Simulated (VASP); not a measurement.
Here is a VASP 6.6.1 calculation.

The input INCAR:

```
ALGO = Normal
EDIFF = 1E-6
ENCUT = 520
GGA = RP
ISIF = 2
ISMEAR = -1
LASPH = True
LCHARG = True
LELF = True
LREAL = False
LVHAR = True
LWAVE = False
NBANDS = 22
NELM = 100
PREC = Accurate
SIGMA = 0.1
```

The input KPOINTS:

```
k-points
0
Gamma
  10 10 15
```

Contents of POSCAR:

```
Ni
1.0
    3.8638718521      0.0000000000      0.0000000000
   -1.9319359260      3.3462111808      0.0000000000
    0.0000000000      0.0000000000      2.3257550977
Ni
3
Direct
    0.0000000000      1.0000000000      0.0000000000
    0.3333333333      0.6666666667      0.5000000000
    0.6666666667      0.3333333333      0.5000000000
```

Potentials or basis: VASP PAW PBE potentials, release 64 (Ni).

The run is started by

```console
$ cat potpaw_PBE.64/Ni/POTCAR > POTCAR
$ mpirun -np 1 vasp_std > vasp.out
```

**Question.** Estimate the pressure.

**Answer.** 30.0 GPa.

**Question.** Estimate the band gap on the k mesh.

**Answer.** Zero (band 15 reaches 11.05 eV, above the bottom of band 16 at 10.40 eV).

Stress tensor (GPa, compression positive):
```
30.49  0.00  0.00
 0.00 30.49  0.00
 0.00  0.00 28.99
```

Caveat: the PAW data sets were made with another functional, which shifts forces and pressure a little; the run has no spin polarisation, though such a crystal can be magnetic. Spin polarisation is off, so any magnetic state and its effect on volume and gap are missing.
